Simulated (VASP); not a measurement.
# Li3SiN2 (P4/mmm) in VASP: further runs, part 2 of 2

VASP 6.6.1.

### 3 Relaxation of cell and atoms, PBE

INCAR reads:

```
ALGO = Normal
EDIFF = 1E-6
EDIFFG = -0.04
ENCUT = 600
GGA = PE
IBRION = 2
ISIF = 3
ISMEAR = 0
LASPH = T
LCHARG = F
LREAL = F
LWAVE = F
NELM = 60
NSW = 90
PREC = Accurate
SIGMA = 0.1
```

KPOINTS reads:

```
k-points
0
Gamma
  6 6 4
```

POSCAR reads:

```
Li3SiN2
1.0
    3.0649705069      0.0000000000      0.0000000000
    0.0000000000      3.0649705069      0.0000000000
    0.0000000000      0.0000000000      7.1215547020
Li Si N
3 1 2
Direct
    0.0000000000      0.0000000000      0.8021678316
    0.0000000000      0.0000000000      0.1978321684
    0.0000000000      0.0000000000      0.5000000000
    0.5000000000      0.5000000000      0.0000000000
    0.5000000000      0.5000000000      0.2362147772
    0.5000000000      0.5000000000      0.7637852228
```

Potentials or basis: VASP PAW PBE potentials, release 64 (Li_sv, Si, N).

The run is started by

```
> cat potpaw_PBE.64/Li_sv/POTCAR potpaw_PBE.64/Si/POTCAR potpaw_PBE.64/N/POTCAR > POTCAR
> mpirun -np 1 vasp_std > vasp.out
```

Wall time 27 s (1 thread of Intel Xeon 6975P-C, shared host); peak memory 0.19 GiB.

Results (log left out):

| Item | Value |
| --- | --- |
| Free energy | -28.0243 eV |
| Pressure after relaxing | -0.2 GPa |
| Largest force after relaxing | 0.022 eV/Å |

Forces on the atoms (eV/Å):
```
Li   0.000  0.000  0.009
Li   0.000  0.000 -0.009
Li   0.000  0.000  0.000
Si   0.000  0.000  0.000
N    0.000  0.000  0.022
N    0.000  0.000 -0.022
```

Final structure:
```
Li Si N
1.0
     3.06497    0.00000    0.00000
     0.00000    3.06497    0.00000
     0.00000    0.00000    7.12155
Li Si N
3 1 2
Direct
  0.00000 0.00000 0.80217
  0.00000 0.00000 0.19783
  0.00000 0.00000 0.50000
  0.50000 0.50000 0.00000
  0.50000 0.50000 0.23621
  0.50000 0.50000 0.76379
```

Levels at points of the mesh, in eV from the Fermi level:
| k point | band 9 | band 10 | band 11 | band 12 | band 13 | band 14 | band 15 |
| --- | --- | --- | --- | --- | --- | --- | --- |
| (0.00, 0.00, 0.00) | -1.71 | -1.71 | -0.99 | -0.99 | 3.36 | 5.17 | 5.84 |
| (0.50, 0.00, 0.00) | -3.10 | -1.01 | -0.93 | -0.43 | 0.29 | 4.75 | 5.19 |
| (0.50, 0.50, 0.00) | -3.54 | -3.54 | -2.61 | 0.91 | 0.91 | 1.78 | 4.40 |
| (0.00, 0.00, 0.50) | -1.67 | -1.04 | -1.04 | -0.80 | 2.84 | 5.40 | 5.83 |
| (0.50, 0.00, 0.50) | -3.68 | -0.91 | -0.73 | -0.45 | 1.12 | 3.76 | 3.97 |
| (0.50, 0.50, 0.50) | -3.71 | -3.71 | -3.00 | 1.47 | 1.47 | 1.78 | 4.57 |

Caveat: the cutoff is under 1.25 times the usual one of these potentials, so pressure, stress and relaxed cells hold a basis-set (Pulay) error; the relaxation stopped at its first step, so nothing moved.

### 4 Relaxation of cell and atoms, PBE

INCAR reads:

```
PREC     = Accurate       # precision mode
ENCUT    = 600            # plane-wave cutoff, eV
EDIFF    = 1E-6           # SCF threshold, eV
ISMEAR   = 0              # smearing method
SIGMA    = 0.1            # smearing width, eV
LREAL    = F              # projectors in reciprocal space
LASPH    = T              # aspherical terms in the spheres
NELM     = 80             # most SCF steps
ALGO     = Normal         # electronic algorithm
ISIF     = 3              # what is computed and relaxed
LWAVE    = F              # write WAVECAR
LCHARG   = F              # write CHGCAR
GGA      = PE             # functional
IBRION   = 2              # ionic algorithm
NSW      = 100            # ionic steps
EDIFFG   = -0.01          # ionic threshold
```

KPOINTS reads:

```
regular mesh
0
Gamma
  12 12 6
```

POSCAR is that of step 3.

The run is started by

```
> cat potpaw_PBE.64/Li_sv/POTCAR potpaw_PBE.64/Si/POTCAR potpaw_PBE.64/N/POTCAR > POTCAR
> mpirun -np 1 vasp_std > vasp.out
```

Run time: 6.1 min. Hardware: 1 thread of Intel Xeon 6975P-C, shared host; peak memory 0.28 GiB.

Results (log left out):

```yaml
Free_energy: -28.0481 eV
Relaxed_volume: 11.02 Å³/atom
Relaxed_cell: a = 3.053 Å, b = 3.053 Å, c = 7.096 Å, α = 90.00°, β = 90.00°, γ = 90.00°
Space_group_after_relaxing_to_0.05_Å: P4/mmm (No. 123)
Energy_gained_by_relaxing: 0.3 meV/atom
Ionic_steps: 9
Pressure_after_relaxing: 0.0 GPa
```

Forces on the atoms (eV/Å):
```
Li   0.000  0.000 -0.001
Li   0.000  0.000  0.001
Li   0.000  0.000  0.000
Si   0.000  0.000  0.000
N    0.000  0.000  0.002
N    0.000  0.000 -0.002
```

The path:
| step | energy change (eV) | largest force (eV/Å) | pressure (GPa) | volume (Å³) |
| --- | --- | --- | --- | --- |
| 1 | 0.0000 | 0.1162 | -0.20 | 66.90 |
| 2 | -0.0004 | 0.1090 | -0.67 | 66.77 |
| 3 | -0.0008 | 0.0149 | -0.47 | 66.82 |
| 4 | -0.0014 | 0.0110 | -0.18 | 66.49 |
| 5 | -0.0014 | 0.0313 | 0.09 | 66.20 |
| 6 | -0.0015 | 0.0241 | 0.01 | 66.30 |
| 7 | -0.0015 | 0.0222 | 0.01 | 66.32 |
| 8 | -0.0016 | 0.0164 | -0.01 | 66.27 |
| 9 | -0.0017 | 0.0024 | 0.00 | 66.13 |

Final structure:
```
CELL_PARAMETERS angstrom
3.05259 0.00000 0.00000
0.00000 3.05259 0.00000
0.00000 0.00000 7.09633
ATOMIC_POSITIONS crystal
Li 0.00000 0.00000 0.80191
Li 0.00000 0.00000 0.19809
Li 0.00000 0.00000 0.50000
Si 0.50000 0.50000 0.00000
N 0.50000 0.50000 0.23765
N 0.50000 0.50000 0.76235
```

Levels at points of the mesh, in eV from the Fermi level:
```csv
k point,band 8,band 9,band 10,band 11,band 12,band 13,band 14,band 15
"(0.00, 0.00, 0.00)",-1.65,-1.59,-1.59,-0.88,-0.88,3.59,5.39,5.92
"(0.50, 0.00, 0.00)",-3.48,-3.01,-0.96,-0.81,-0.31,0.38,4.97,5.37
"(0.50, 0.50, 0.00)",-4.53,-3.46,-3.46,-2.51,0.97,0.97,1.88,4.50
"(0.00, 0.00, 0.50)",-1.55,-1.55,-0.94,-0.94,-0.71,3.07,5.61,5.95
"(0.50, 0.00, 0.50)",-3.78,-3.61,-0.78,-0.68,-0.34,1.21,3.96,4.19
"(0.50, 0.50, 0.50)",-4.25,-3.64,-3.64,-2.92,1.53,1.53,1.88,4.75
```

Caveat: the cutoff is under 1.25 times the usual one of these potentials, so pressure, stress and relaxed cells hold a basis-set (Pulay) error.

### 5 Relaxation of cell and atoms, PBE, collinear spin, ferromagnetic start

This run uses another cell than the first one, of 11.06 Å³/atom, 0.992 times its volume.

INCAR reads:

```
PREC = Accurate
ENCUT = 600
EDIFF = 1E-6
ISMEAR = 0
SIGMA = 0.1
LREAL = False
LASPH = True
NELM = 150
ALGO = Normal
ISIF = 3
LWAVE = False
LCHARG = False
ISPIN = 2
MAGMOM = 0 0 0 0 1 1
LORBIT = 11
GGA = PE
IBRION = 2
NSW = 90
EDIFFG = -0.04
```

KPOINTS reads:

```
regular mesh
0
Gamma
  6 6 2
```

POSCAR reads:

```
Li3SiN2
1.0
    2.7986203700      0.0000000000      0.0000000000
    0.0000000000      2.7986203700      0.0000000000
    0.0000000000      0.0000000000      8.4732018400
Li Si N
3 1 2
Direct
    0.0000000000      0.0000000000      0.8390681100
    0.0000000000      0.0000000000      0.1609318900
    0.0000000000      0.0000000000      0.5000000000
    0.5000000000      0.5000000000      0.0000000000
    0.5000000000      0.5000000000      0.3248246900
    0.5000000000      0.5000000000      0.6751753100
```

The run is started by

```
> cat potpaw_PBE.64/Li_sv/POTCAR potpaw_PBE.64/Si/POTCAR potpaw_PBE.64/N/POTCAR > POTCAR
> mpirun -np 1 vasp_std > vasp.out
```

Wall time 9 min (1 thread of Intel Xeon 6975P-C, shared host); peak memory 0.24 GiB.

Results (log left out):

```yaml
Free_energy: -28.0265 eV
Relaxed_volume: 11.10 Å³/atom
Relaxed_cell: a = 3.062 Å, b = 3.062 Å, c = 7.100 Å, α = 90.00°, β = 90.00°, γ = 90.00°
Space_group_after_relaxing_to_0.05_Å: P4/mmm (No. 123)
Energy_gained_by_relaxing: 742.3 meV/atom
Ionic_steps: 18
Pressure_after_relaxing: 0.0 GPa
Largest_force_after_relaxing: 0.026 eV/Å
Net_moment: 0.00 μB per cell
Valence_electrons_inside_the_program's_atomic_spheres: Li 2.11, 2.03; Si 1.70; N 3.65
```

Forces on the atoms (eV/Å):
```
Li   0.000  0.000  0.005
Li   0.000  0.000 -0.005
Li   0.000  0.000  0.000
Si   0.000  0.000  0.000
N    0.000  0.000 -0.026
N    0.000  0.000  0.026
```

Stress tensor (GPa, compression positive):
```
-0.06  0.00  0.00
 0.00 -0.06  0.00
 0.00  0.00  0.04
```

Step by step:
```csv
step,energy change (eV),largest force (eV/Å),pressure (GPa),volume (Å³)
1,0.0000,2.7050,-6.12,66.36
2,-1.2165,2.1079,-6.57,62.34
3,-3.3304,1.6715,7.04,50.68
4,-3.8075,1.2376,12.16,53.28
5,-3.8074,1.2403,12.25,53.29
6,-4.2497,0.9896,3.02,61.92
7,-4.2760,0.9426,1.33,64.78
8,-4.2239,1.8178,-6.51,67.19
9,-4.3657,0.6639,-2.63,65.80
10,-4.4380,0.2846,0.23,64.54
11,-4.4406,0.1927,0.92,64.26
12,-4.4462,0.1293,1.31,64.93
13,-4.4462,0.1225,1.29,64.91
14,-4.4502,0.0625,0.64,65.56
15,-4.4520,0.0608,-0.08,66.31
16,-4.4520,0.0635,-0.19,66.43
17,-4.4527,0.0540,-0.15,66.46
18,-4.4538,0.0264,-0.03,66.57
```

Final structure:
```
CELL_PARAMETERS angstrom
3.06210 0.00000 0.00000
0.00000 3.06210 0.00000
0.00000 0.00000 7.10018
ATOMIC_POSITIONS crystal
Li 0.00000 0.00000 0.80181
Li 0.00000 0.00000 0.19819
Li 0.00000 0.00000 0.50000
Si 0.50000 0.50000 0.00000
N 0.50000 0.50000 0.23713
N 0.50000 0.50000 0.76287
```

Levels at points of the mesh, in eV from the Fermi level:
Spin up:
| k point | band 9 | band 10 | band 11 | band 12 | band 13 | band 14 | band 15 | band 16 |
| --- | --- | --- | --- | --- | --- | --- | --- | --- |
| (0.00, 0.00, 0.00) | -1.65 | -1.65 | -0.93 | -0.93 | 3.48 | 5.86 | 5.90 | 5.90 |
| (0.50, 0.00, 0.00) | -3.04 | -0.97 | -0.87 | -0.37 | 0.34 | 4.88 | 5.29 | 5.40 |
| (0.50, 0.50, 0.00) | -3.49 | -3.49 | -2.55 | 0.94 | 0.94 | 1.83 | 4.45 | 5.67 |
| (0.00, 0.00, 0.50) | -1.61 | -0.99 | -0.99 | -0.74 | 2.96 | 5.50 | 6.03 | 6.03 |
| (0.50, 0.00, 0.50) | -3.64 | -0.85 | -0.69 | -0.40 | 1.18 | 3.86 | 4.09 | 7.60 |
| (0.50, 0.50, 0.50) | -3.67 | -3.67 | -2.95 | 1.51 | 1.51 | 1.82 | 4.65 | 4.92 |
Spin down:
| k point | band 8 | band 9 | band 10 | band 11 | band 12 | band 13 | band 14 | band 15 | band 16 |
| --- | --- | --- | --- | --- | --- | --- | --- | --- | --- |
| (0.00, 0.00, 0.00) | -1.69 | -1.65 | -1.65 | -0.93 | -0.93 | 3.48 | 5.27 | 5.90 | 5.90 |
| (0.50, 0.00, 0.00) | -3.51 | -3.04 | -0.97 | -0.87 | -0.37 | 0.34 | 4.88 | 5.29 | 5.40 |
| (0.50, 0.50, 0.00) | -4.57 | -3.49 | -3.49 | -2.55 | 0.94 | 0.94 | 1.83 | 4.45 | 5.67 |
| (0.00, 0.00, 0.50) | -1.61 | -1.61 | -0.99 | -0.99 | -0.74 | 2.96 | 5.50 | 6.03 | 6.03 |
| (0.50, 0.00, 0.50) | -3.81 | -3.64 | -0.85 | -0.69 | -0.40 | 1.18 | 3.86 | 4.09 | 7.60 |
| (0.50, 0.50, 0.50) | -4.30 | -3.67 | -3.67 | -2.95 | 1.51 | 1.51 | 1.82 | 4.65 | 4.92 |

Caveat: the k points lie up to 0.44 Å⁻¹ apart in the final cell; the cutoff is under 1.25 times the usual one of these potentials, so pressure, stress and relaxed cells hold a basis-set (Pulay) error.

### 6 Summary

```tsv
task	spin	cell	k mesh	cutoff (eV)	gap on the mesh (eV)	pressure (GPa)	moment (μB)	relaxed volume (Å³/atom)	largest force (eV/Å)
single point	collinear, ferromagnetic start	a = 3.065, b = 3.065, c = 7.122 Å, 6 atoms	6 × 6 × 2	520	none	-	0.00	-	0.01
relaxation of cell and atoms	off	relaxed from a = 3.065, b = 3.065, c = 7.122 Å, 6 atoms	6 × 6 × 4	600	none	-0.2	-	-	0.02
relaxation of cell and atoms	off	relaxed from a = 3.065, b = 3.065, c = 7.122 Å, 6 atoms	12 × 12 × 6	600	none	0.0	-	11.02	-
relaxation of cell and atoms	collinear, ferromagnetic start	relaxed from a = 2.799, b = 2.799, c = 8.473 Å, 6 atoms	6 × 6 × 2	600	none	0.0	0.00	11.10	0.03
```

Alike in all rows: level PBE; potentials or basis VASP PAW PBE potentials, release 64 (Li_sv, Si, N); smearing gaussian 0.1 eV.

Caveats: some runs use coarse meshes; the cutoff is under 1.25 times the usual one of these potentials, so pressure, stress and relaxed cells hold a basis-set (Pulay) error; the relaxation stopped at its first step, so nothing moved (some runs).

Total energies depend on the potentials used, so only differences within one code and one set of settings carry meaning.
